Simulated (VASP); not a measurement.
Runs of VASP 6.6.1 on AlN. The structure is that of space group F-43m (No. 216), or close to it. The cells are those of the table. 

| level | cell | smearing | gap on the mesh (eV) | pressure (GPa) |
| --- | --- | --- | --- | --- |
| PBE | a = 3.055, b = 3.055, c = 3.019 Å, angles 60.4, 60.4, 59.2°, 2 atoms | fermi-dirac 0.02 eV | (a) | (c) |
| r2SCAN | a = 3.055, b = 3.055, c = 3.019 Å, angles 60.4, 60.4, 59.2°, 2 atoms | gaussian 0.01 eV | 3.89 | 10.2 |
| r2SCAN | a = 3.128 Å, angles 60.0°, 2 atoms | gaussian 0.01 eV | 3.90 | -7.5 |
| PBE | a = 3.128 Å, angles 60.0°, 2 atoms | fermi-dirac 0.02 eV | (b) | -2.8 |

Alike in all rows: task single point; potentials or basis VASP PAW PBE potentials, release 64 (Al, N); no spin polarisation; k mesh 10 × 10 × 10; cutoff (eV) 520.

Q: Fill in the values left out.

A: (a) 3.27; (b) 3.30; (c) 14.9.

Caveats: the PAW data sets were made with another functional, which shifts forces and pressure a little (some runs).

A k mesh can miss the band edges.
